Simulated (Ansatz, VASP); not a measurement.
**Two plane-wave programs on SnTe**

Contents of INCAR:

```
SYSTEM = SnTe
PREC = Accurate
ENCUT = 500
EDIFF = 1E-6
ISMEAR = 0
SIGMA = 0.1
LREAL = .False.
LASPH = .True.
NELM = 120
ALGO = Normal
ISIF = 2
LWAVE = .False.
LCHARG = .True.
GGA = B5
ALDAX = 1.0
AGGAX = 1.0
AGGAC = 1.0
ALDAC = 0.0
LELF = .True.
LVHAR = .True.
NBANDS = 17
GGA_COMPAT = .False.
```

KPOINTS

```
Automatic mesh
0
Gamma
  4 4 4
  0 0 0
```

File POSCAR:

```
SnTe
1.0
    0.0000000000      3.6111460000      3.6111460000
    3.6111460000      0.0000000000      3.6111460000
    3.6111460000      3.6111460000      0.0000000000
Sn Te
1 1
Direct
    0.2710000000      0.0060000000      0.3890000000
    1.0210000000      0.7560000000      1.1390000000
```

Input for Ansatz:

```yaml
crystal:
  lattice:
    - [0.0, 3.611146, 3.611146]
    - [3.611146, 0.0, 3.611146]
    - [3.611146, 3.611146, 0.0]
  atoms:
    - { symbol: Sn, position: [0.271, 0.006, 0.389] }
    - { symbol: Te, position: [1.021, 0.756, 1.139] }
basis:
  ecutwfc: 420
  ecutrho_ratio: 4
kpoints:
  mp_grid: { grid: [4, 4, 4] }
hamiltonian:
  xc: blyp
scf:
  occupations: { method: gaussian, width: 0.1 }
output:
  forces: true
  stress: true
  eigenvalues: true
```

Alike in both runs: task single point; functional BLYP; k mesh 4 × 4 × 4; occupations gaussian, width 0.1 eV; no spin polarisation.

```csv
,VASP,Ansatz
version,VASP 6.6.1,Ansatz 0.2.0
potentials or method,"VASP PAW PBE potentials, release 64 (Sn_d, Te), cutoff 500 eV","scalar-relativistic, plane waves, PAW"
valence electrons in the cell,20,30
```

```tsv
	VASP	Ansatz	Ansatz less VASP
gap on the k mesh at the Fermi level (eV)	0.15	0.16	+0.013
least direct gap on the mesh (eV)	0.82	0.83	+0.007
pressure (GPa)	1.4	1.4	-0.04
```

VASP's potentials were made for PBE, not for BLYP. VASP's potentials hold 20 valence electrons a cell and Ansatz's 30, so a difference there can come from the potentials and not from the codes.

Neither program's run includes spin-orbit coupling.
